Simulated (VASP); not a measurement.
# HfTa (Cmmm) in VASP: further runs

The runs below take HfTa through single point, with LDA.

Everything below comes from runs of VASP 6.6.1. Logs are shortened: lines on timing, memory, paths and dates and some standing lists are left out, and cuts for length are marked.

**1. The cell of the first run**

It takes space group Cmmm (No. 65, orthorhombic). The conventional cell has a = 3.351 Å, b = 4.694 Å, c = 4.742 Å, α = 90.00°, β = 90.00°, γ = 90.00°. Hf (site symmetry mmm) has 6 Hf at 2.88 to 3.35 Å and 8 Ta at 2.90 to 3.34 Å within 3.8 Å. Within 3.8 Å of Ta (site symmetry mmm) lie 6 Ta at 2.88 to 3.35 Å and 8 Hf at 2.90 to 3.34 Å.

**2. Single point, LDA**

INCAR

```
SYSTEM = HfTa
ALGO = Normal
EDIFF = 1E-6
ENCUT = 520
ISIF = 2
ISMEAR = 0
LASPH = .TRUE.
LCHARG = .TRUE.
LELF = .TRUE.
LREAL = .FALSE.
LVHAR = .TRUE.
LWAVE = .FALSE.
NBANDS = 18
NELM = 100
PREC = Accurate
SIGMA = 0.05
```

KPOINTS

```
k-points
0
G
  7 7 4
  0 0 0
```

POSCAR

```
HfTa
1.0
    1.6753839655     -2.3472493730      0.0000000000
    1.6753839655      2.3472493730      0.0000000000
    0.0000000000      0.0000000000      4.7417939232
Hf Ta
1 1
Direct
    0.0000000000      0.0000000000      0.0000000000
    0.5000000000      0.5000000000      0.5000000000
```

Potentials or basis: VASP PAW LDA potentials, release 64 (Hf_pv, Ta_pv).

The run is started by

```bash
$ cat potpaw_LDA.64/Hf_pv/POTCAR potpaw_LDA.64/Ta_pv/POTCAR > POTCAR
$ mpirun -np 1 vasp_std > vasp.out
```

OUTCAR:

```text
SYSTEM = HfTa
   EDIFF = 1E-6
   ENCUT = 520
   ISIF = 2
   ISMEAR = 0
   LASPH = .TRUE.
   LREAL = .FALSE.
   NELM = 100
   PREC = Accurate

 ion  position               nearest neighbor table
   1  0.000  0.000  0.000-   2 2.90   2 2.90   2 2.90   2 2.90   2 3.34   2 3.34   2 3.34   2 3.34

   2  0.500  0.500  0.500-   1 2.90   1 2.90   1 2.90   1 2.90   1 3.34   1 3.34   1 3.34   1 3.34

  LATTYP: Found a base centered orthorhombic cell.
 ALAT       =     3.3507679310
 B/A-ratio  =     1.4010217486
 C/A-ratio  =     1.4151364764

  Lattice vectors:

 A1 = (   1.6753839655,  -2.3472493730,   0.0000000000)
 A2 = (   1.6753839655,   2.3472493730,   0.0000000000)
 A3 = (   0.0000000000,   0.0000000000,   4.7417939232)

Analysis of symmetry for initial positions (statically):
=====================================================================
 Subroutine PRICEL returns:
 Original cell was already a primitive cell.

 Routine SETGRP: Setting up the symmetry group for a
 base centered orthorhombic supercell.

 Subroutine GETGRP returns: Found  8 space group operations
 (whereof  8 operations were pure point group operations)
 out of a pool of  8 trial point group operations.

The static configuration has the point symmetry D_2h.

Analysis of symmetry for dynamics (positions and initial velocities):
=====================================================================
 Subroutine PRICEL returns:
 Original cell was already a primitive cell.

 Routine SETGRP: Setting up the symmetry group for a
 base centered orthorhombic supercell.

 Subroutine GETGRP returns: Found  8 space group operations
 (whereof  8 operations were pure point group operations)
 out of a pool of  8 trial point group operations.

The dynamic configuration has the point symmetry D_2h.

 Subroutine INISYM returns: Found  8 space group operations
 (whereof  8 operations are pure point group operations),
 and found     1 'primitive' translations

----------------------------------------------------------------------------------------

                                     Primitive cell

[... 76 lines left out ...]
   dimension x,y,z NGXF=    48 NGYF=   48 NGZF=   72
   ions per type =               1   1
   NGX,Y,Z   is equivalent  to a cutoff of  13.84, 13.84, 12.62 a.u.
   NGXF,Y,Z  is equivalent  to a cutoff of  27.67, 27.67, 25.24 a.u.
 SYSTEM =  HfTa
   PREC   = accura    normal or accurate (medium, high low for compatibility)
   ISTART =      0    job   : 0-new  1-cont  2-samecut
   ICHARG =      2    charge: 1-file 2-atom 10-const
   ISPIN  =      1    spin polarized calculation?
   LNONCOLLINEAR =      F non collinear calculations
   LSORBIT =      F    spin-orbit coupling
   LASPH  =      T    aspherical Exc in radial PAW
   ENCUT  =  520.0 eV  38.22 Ry    6.18 a.u.   5.36  5.36  8.82*2*pi/ulx,y,z
   NELM   =    100;   NELMIN=  2; NELMDL= -5     # of ELM steps
   EDIFF  = 0.1E-05   stopping-criterion for ELM
   LREAL  =      F    real-space projection
   EDIFFG = 0.1E-04   stopping-criterion for IOM
   NSW    =      0    number of steps for IOM
   IBRION =     -1    ionic relax: 0-MD 1-quasi-New 2-CG
   NFREE  =      0    steps in history (QN), initial steepest desc. (CG)
   ISIF   =      2    stress and relaxation
   ISYM   =      2    0-nonsym 1-usesym 2-fastsym
   POTIM  = 0.5000    time-step for ionic-motion
   TEBEG  =    0.0;   TEEND  =   0.0 temperature during run
   PSTRESS=    0.0 pullay stress
   NELECT =      21.0000    total number of electrons
   NUPDOWN=      -1.0000    fix difference up-down
   EMIN   =  10.00;   EMAX   =-10.00  energy-range for DOS
   EFERMI =   0.00;   METHOD = LEGACY
   ISMEAR =     0;   SIGMA  =   0.05  broadening in eV -4-tet -1-fermi 0-gaus
   EFERMI_NEDOS =   21; number of points for ismear=-14 and -15
   IALGO  =     38    algorithm
   IMIX   =      4    mixing-type and parameters
     AMIX     =   0.40;   BMIX     =  1.00
     AMIX_MAG =   1.60;   BMIX_MAG =  1.00
  volume/ion in A,a.u.               =      18.65       125.84
  Fermi-wavevector in a.u.,A,eV,Ry     =   1.351862  2.554650 24.865084  1.827532
  Thomas-Fermi vector in A             =   2.479249
   LORBIT       =      0    0 simple, 1 ext, 2 COOP (PROOUT), +10 PAW based schemes
   GGA     = CA    functional components
   LHFCALC =     F    Hartree Fock is set to
   AEXX    =    0.0000 exact exchange contribution
   IVDW    =     0    specifies the selected vdW correction
   LEPSILON=     F    determine dielectric tensor
   LRPA    =     F    only Hartree local field effects (RPA)
 non-spin polarized calculation
 Gauss-broadening in eV      SIGMA  =   0.05
  energy-cutoff  :      520.00
  volume of cell :       37.29
 maximum number of plane-waves:      1035
 NGX is ok and might be reduce to    24
   NGX = 11   NGY = 11   NGZ = 17

 number of electron      20.9999997 magnetization

 Free energy of the ion-electron system (eV)
  ---------------------------------------------------
  ext. energy  EPLUGINS =         0.00000000
  ---------------------------------------------------
  free energy    TOTEN  =       -23.22637912 eV

  energy without entropy =      -23.22134293  energy(sigma->0) =      -23.22386103

 E-fermi :   5.3955     XC(G=0): -12.4703

 val. band max:        5.3763611022   @ k =   0.1429  -0.0000   0.2500
 cond. band min:       5.3958435003   @ k =   0.4286   0.1429   0.2500
 fundamental gap:      0.0194823981
 Fermi energy:         5.3954662213

 k-point     1 :       0.0000    0.0000    0.0000
  band No.  band energies     occupation
      1     -28.2238      2.00000
      2     -27.6927      2.00000
      3     -27.5013      2.00000
      4     -24.1431      2.00000
      5     -23.7898      2.00000
      6     -23.6144      2.00000
[... 481 lines left out ...]
      5     -24.0749      2.00000
      6     -23.8864      2.00000
[... 10 lines left out ...]
     17      12.6128      0.00000
     18      14.3701      0.00000

 [... further k-points ...]
[... 5 lines left out ...]
  --------------------------------------------------------------------------------------
  -------------------------------------------------------------------------------------
  Total        0.2940514      0.2311177     -0.2834594      0.0000000      0.0000000      0.0000000
  in kB       12.6324515      9.9288183    -12.1774159      0.0000000      0.0000000      0.0000000
  external PRESSURE =       3.4612846 kB  Pullay stress =       0.0000000 kB

 VOLUME and BASIS-vectors are now :
 -----------------------------------------------------------------------------
  energy-cutoff  :      520.00
  volume of cell :       37.29
      direct lattice vectors                 reciprocal lattice vectors
     1.675383966 -2.347249373  0.000000000     0.298439051 -0.213015287  0.000000000
     1.675383966  2.347249373  0.000000000     0.298439051  0.213015287  0.000000000
     0.000000000  0.000000000  4.741793923     0.000000000  0.000000000  0.210890649

 POSITION                                       TOTAL-FORCE (eV/Angst)
 -----------------------------------------------------------------------------------
      0.00000      0.00000      0.00000         0.000000      0.000000      0.000000
      1.67538      0.00000      2.37090         0.000000      0.000000      0.000000
 -----------------------------------------------------------------------------------
    total drift:                                0.000000      0.000000     -0.000000

  FREE ENERGIE OF THE ION-ELECTRON SYSTEM (eV)
  ---------------------------------------------------
  free  energy   TOTEN  =       -23.2263791235 eV

  energy  without entropy=      -23.2213429347  energy(sigma->0) =      -23.22386103
```

stdout:

```text
POSCAR found type information on POSCAR HfTa
 POSCAR found :  2 types and       2 ions
 scaLAPACK will be used
 LDA part: xc-table for (Slater(with rela. corr.)+CA(PZ))
 , standard interpolation
 POSCAR, INCAR and KPOINTS ok, starting setup
 FFT: planning ... GRIDC
 FFT: planning ... GRID_SOFT
 FFT: planning ... GRID
 WAVECAR not read
 entering main loop
```

It took 17 s on 1 thread of Intel Xeon Platinum 8488C (Sapphire Rapids), shared host; peak memory 0.16 GiB.

What came out:

```
Free energy : -23.2264 eV
Pressure    : 0.3 GPa
```

Stress tensor (GPa, compression positive):
```
 1.26  0.00  0.00
 0.00  0.99  0.00
 0.00  0.00 -1.22
```

Caveat: spin-orbit coupling is left out, which moves the levels of the heavy elements.

**3. Single point, LDA**

INCAR

```
ALGO = Normal
EDIFF = 1E-6
ENCUT = 520
ISIF = 2
ISMEAR = 0
LASPH = T
LCHARG = F
LREAL = F
LWAVE = F
NBANDS = 18
NELM = 100
PREC = Accurate
SIGMA = 0.05
```

KPOINTS

```
k-points
0
Gamma
  7 7 5
```

POSCAR is that of step 2.

Potentials or basis: VASP PAW LDA potentials, release 64 (Hf_pv, Ta_pv).

The run is started by

```bash
$ cat potpaw_LDA.64/Hf_pv/POTCAR potpaw_LDA.64/Ta_pv/POTCAR > POTCAR
$ mpirun -np 1 vasp_std > vasp.out
```

OUTCAR:

```text
EDIFF = 1E-6
   ENCUT = 520
   ISIF = 2
   ISMEAR = 0
   LASPH = T
   LREAL = F
   NELM = 100
   PREC = Accurate

 ion  position               nearest neighbor table
   1  0.000  0.000  0.000-   2 2.90   2 2.90   2 2.90   2 2.90   2 3.34   2 3.34   2 3.34   2 3.34

   2  0.500  0.500  0.500-   1 2.90   1 2.90   1 2.90   1 2.90   1 3.34   1 3.34   1 3.34   1 3.34

  LATTYP: Found a base centered orthorhombic cell.
 ALAT       =     3.3507679310
 B/A-ratio  =     1.4010217486
 C/A-ratio  =     1.4151364764

  Lattice vectors:

 A1 = (   1.6753839655,  -2.3472493730,   0.0000000000)
 A2 = (   1.6753839655,   2.3472493730,   0.0000000000)
 A3 = (   0.0000000000,   0.0000000000,   4.7417939232)

Analysis of symmetry for initial positions (statically):
=====================================================================
 Subroutine PRICEL returns:
 Original cell was already a primitive cell.

 Routine SETGRP: Setting up the symmetry group for a
 base centered orthorhombic supercell.

 Subroutine GETGRP returns: Found  8 space group operations
 (whereof  8 operations were pure point group operations)
 out of a pool of  8 trial point group operations.

The static configuration has the point symmetry D_2h.

Analysis of symmetry for dynamics (positions and initial velocities):
=====================================================================
 Subroutine PRICEL returns:
 Original cell was already a primitive cell.

 Routine SETGRP: Setting up the symmetry group for a
 base centered orthorhombic supercell.

 Subroutine GETGRP returns: Found  8 space group operations
 (whereof  8 operations were pure point group operations)
 out of a pool of  8 trial point group operations.

The dynamic configuration has the point symmetry D_2h.

 Subroutine INISYM returns: Found  8 space group operations
 (whereof  8 operations are pure point group operations),
[... 105 lines left out ...]
   TEBEG  =    0.0;   TEEND  =   0.0 temperature during run
   PSTRESS=    0.0 pullay stress
   NELECT =      21.0000    total number of electrons
   NUPDOWN=      -1.0000    fix difference up-down
   EMIN   =  10.00;   EMAX   =-10.00  energy-range for DOS
   EFERMI =   0.00;   METHOD = LEGACY
   ISMEAR =     0;   SIGMA  =   0.05  broadening in eV -4-tet -1-fermi 0-gaus
   EFERMI_NEDOS =   21; number of points for ismear=-14 and -15
   IALGO  =     38    algorithm
   IMIX   =      4    mixing-type and parameters
     AMIX     =   0.40;   BMIX     =  1.00
     AMIX_MAG =   1.60;   BMIX_MAG =  1.00
  volume/ion in A,a.u.               =      18.65       125.84
  Fermi-wavevector in a.u.,A,eV,Ry     =   1.351862  2.554650 24.865084  1.827532
  Thomas-Fermi vector in A             =   2.479249
   LORBIT       =      0    0 simple, 1 ext, 2 COOP (PROOUT), +10 PAW based schemes
   GGA     = CA    functional components
   LHFCALC =     F    Hartree Fock is set to
   AEXX    =    0.0000 exact exchange contribution
   IVDW    =     0    specifies the selected vdW correction
   LEPSILON=     F    determine dielectric tensor
   LRPA    =     F    only Hartree local field effects (RPA)
 non-spin polarized calculation
 Gauss-broadening in eV      SIGMA  =   0.05
  energy-cutoff  :      520.00
  volume of cell :       37.29
 maximum number of plane-waves:      1035
 NGX is ok and might be reduce to    24
   NGX = 11   NGY = 11   NGZ = 17

 number of electron      20.9999997 magnetization

 Free energy of the ion-electron system (eV)
  ---------------------------------------------------
  ext. energy  EPLUGINS =         0.00000000
  ---------------------------------------------------
  free energy    TOTEN  =       -23.23698211 eV

  energy without entropy =      -23.23473666  energy(sigma->0) =      -23.23585938

 E-fermi :   5.4131     XC(G=0): -12.4694

 val. band max:        5.4051620231   @ k =  -0.2857   0.2857   0.2000
 cond. band min:       5.4257970014   @ k =   0.2857  -0.0000   0.0000
 fundamental gap:      0.0206349783
 Fermi energy:         5.4131224724

 k-point     1 :       0.0000    0.0000    0.0000
  band No.  band energies     occupation
      1     -28.2400      2.00000
      2     -27.7068      2.00000
      3     -27.4982      2.00000
      4     -24.1317      2.00000
      5     -23.7791      2.00000
      6     -23.5805      2.00000
[... 481 lines left out ...]
      5     -24.0645      2.00000
      6     -23.8662      2.00000
[... 10 lines left out ...]
     17      12.6099      0.00000
     18      14.9450      0.00000

 [... further k-points ...]
[... 5 lines left out ...]
  --------------------------------------------------------------------------------------
  -------------------------------------------------------------------------------------
  Total       -0.0565345      0.5579692     -0.5709031     -0.0000000      0.0000000      0.0000000
  in kB       -2.4287219     23.9703598    -24.5259990     -0.0000000      0.0000000      0.0000000
  external PRESSURE =      -0.9947871 kB  Pullay stress =       0.0000000 kB

 VOLUME and BASIS-vectors are now :
 -----------------------------------------------------------------------------
  energy-cutoff  :      520.00
  volume of cell :       37.29
      direct lattice vectors                 reciprocal lattice vectors
     1.675383966 -2.347249373  0.000000000     0.298439051 -0.213015287  0.000000000
     1.675383966  2.347249373  0.000000000     0.298439051  0.213015287  0.000000000
     0.000000000  0.000000000  4.741793923     0.000000000  0.000000000  0.210890649

 POSITION                                       TOTAL-FORCE (eV/Angst)
 -----------------------------------------------------------------------------------
      0.00000      0.00000      0.00000        -0.000000      0.000000      0.000000
      1.67538      0.00000      2.37090         0.000000     -0.000000      0.000000
 -----------------------------------------------------------------------------------
    total drift:                                0.000000      0.000000     -0.000000

  FREE ENERGIE OF THE ION-ELECTRON SYSTEM (eV)
  ---------------------------------------------------
  free  energy   TOTEN  =       -23.2369821132 eV

  energy  without entropy=      -23.2347366564  energy(sigma->0) =      -23.23585938
```

It took 13 s on 1 thread of Intel Xeon Platinum 8488C (Sapphire Rapids), shared host; peak memory 0.16 GiB.

What came out:

```
Free energy : -23.2370 eV
Pressure    : -0.1 GPa
```

Levels at points of the mesh, in eV from the Fermi level:
```tsv
k point	band 7	band 8	band 9	band 10	band 11	band 12	band 13	band 14
(0.00, 0.00, 0.00)	-7.58	-4.08	-1.28	1.11	1.14	1.15	1.82	3.90
```

Caveat: spin-orbit coupling is left out, which moves the levels of the heavy elements.

**4. Single point, LDA**

This run uses another cell than the first one, of 19.02 Å³/atom, 1.020 times its volume.

INCAR

```
ALGO     = Normal         # electronic algorithm
EDIFF    = 1E-6           # SCF threshold, eV
ENCUT    = 520            # plane-wave cutoff, eV
GGA      = CA             # functional
ISIF     = 2              # what is computed and relaxed
ISMEAR   = 0              # smearing method
LASPH    = True           # aspherical terms in the spheres
LCHARG   = False          # write CHGCAR
LREAL    = False          # projectors in reciprocal space
LWAVE    = False          # write WAVECAR
NBANDS   = 18             # bands
NELM     = 60             # most SCF steps
PREC     = Accurate       # precision mode
SIGMA    = 0.05           # smearing width, eV
```

KPOINTS

```
k-points
0
Gamma
  7 7 4
```

POSCAR

```
HfTa
1.0
    1.6864795469     -2.3627945239      0.0000000000
    1.6864795469      2.3627945239      0.0000000000
    0.0000000000      0.0000000000      4.7731974471
Hf Ta
1 1
Direct
    0.0000000000      0.0000000000      0.0000000000
    0.5000000000      0.5000000000      0.5000000000
```

The run is started by

```bash
$ cat potpaw_LDA.64/Hf_pv/POTCAR potpaw_LDA.64/Ta_pv/POTCAR > POTCAR
$ mpirun -np 1 vasp_std > vasp.out
```

Run time: 13 s. Hardware: 1 thread of Intel Xeon Platinum 8488C (Sapphire Rapids), shared host; peak memory 0.16 GiB.

The run converged. Its results:

```yaml
Free_energy: -23.2209 eV
Pressure: -2.7 GPa
```

Stress tensor (GPa, compression positive):
```
-1.56  0.00  0.00
 0.00 -2.35  0.00
 0.00  0.00 -4.31
```

Levels at points of the mesh, in eV from the Fermi level:
```tsv
k point	band 7	band 8	band 9	band 10	band 11	band 12	band 13	band 14
(0.00, 0.00, 0.00)	-7.50	-3.99	-1.22	1.10	1.16	1.16	1.74	3.85
(0.00, 0.00, 0.50)	-5.34	-5.19	-0.54	-0.09	0.13	0.58	3.13	3.37
```

Caveat: spin-orbit coupling is left out, which moves the levels of the heavy elements.

**5. Single point, LDA**

This run uses another cell than the first one, of 18.27 Å³/atom, 0.980 times its volume.

INCAR

```
SYSTEM = HfTa
  ALGO = Normal
  EDIFF = 1E-7
  ENCUT = 520
  GGA = CA
  ISIF = 2
  ISMEAR = 0
  LASPH = .True.
  LCHARG = .False.
  LREAL = .False.
  LWAVE = .False.
  NBANDS = 18
  NELM = 80
  PREC = Accurate
  SIGMA = 0.05
```

KPOINTS

```
k-points
0
Gamma
  8 8 5
  0 0 0
```

POSCAR

```
HfTa
1.0
    1.6641394390     -2.3314955468      0.0000000000
    1.6641394390      2.3314955468      0.0000000000
    0.0000000000      0.0000000000      4.7099688440
Hf Ta
1 1
Direct
    0.0000000000      0.0000000000      0.0000000000
    0.5000000000      0.5000000000      0.5000000000
```

The run is started by

```bash
$ cat potpaw_LDA.64/Hf_pv/POTCAR potpaw_LDA.64/Ta_pv/POTCAR > POTCAR
$ mpirun -np 1 vasp_std > vasp.out
```

Wall time 15 s (1 thread of Intel Xeon Platinum 8488C (Sapphire Rapids), shared host); peak memory 0.17 GiB.

The run converged. Its results:

```yaml
Free_energy: -23.2529 eV
Pressure: 3.6 GPa
```

Stress tensor (GPa, compression positive):
```
2.78 0.00 0.00
0.00 3.77 0.00
0.00 0.00 4.12
```

Levels at points of the mesh, in eV from the Fermi level:
```csv
k point,band 7,band 8,band 9,band 10,band 11,band 12,band 13,band 14
"(0.00, 0.00, 0.00)",-7.66,-4.17,-1.35,1.10,1.15,1.16,1.92,3.96
"(0.50, 0.00, 0.00)",-3.00,-2.64,-1.35,-0.99,-0.40,-0.01,3.49,4.61
"(0.50, 0.50, 0.00)",-4.16,-3.65,-3.63,-1.28,2.05,4.31,5.43,7.15
```

Caveat: spin-orbit coupling is left out, which moves the levels of the heavy elements.

**6. Overview**

| cell | k mesh | gap on the mesh (eV) | pressure (GPa) |
| --- | --- | --- | --- |
| a = 2.884, b = 2.884, c = 4.742 Å, angles 90.0, 90.0, 109.0°, 2 atoms | 7 × 7 × 4 | none | 0.3 |
| a = 2.884, b = 2.884, c = 4.742 Å, angles 90.0, 90.0, 109.0°, 2 atoms | 7 × 7 × 5 | none | -0.1 |
| a = 2.903, b = 2.903, c = 4.773 Å, angles 90.0, 90.0, 109.0°, 2 atoms | 7 × 7 × 4 | none | -2.7 |
| a = 2.864, b = 2.864, c = 4.710 Å, angles 90.0, 90.0, 109.0°, 2 atoms | 8 × 8 × 5 | none | 3.6 |

Alike in all rows: task single point; level LDA; potentials or basis VASP PAW LDA potentials, release 64 (Hf_pv, Ta_pv); no spin polarisation; cutoff (eV) 520; smearing gaussian 0.05 eV.

Caveats: spin-orbit coupling is left out, which moves the levels of the heavy elements.

Absolute energies hang on the potentials; compare differences alone.
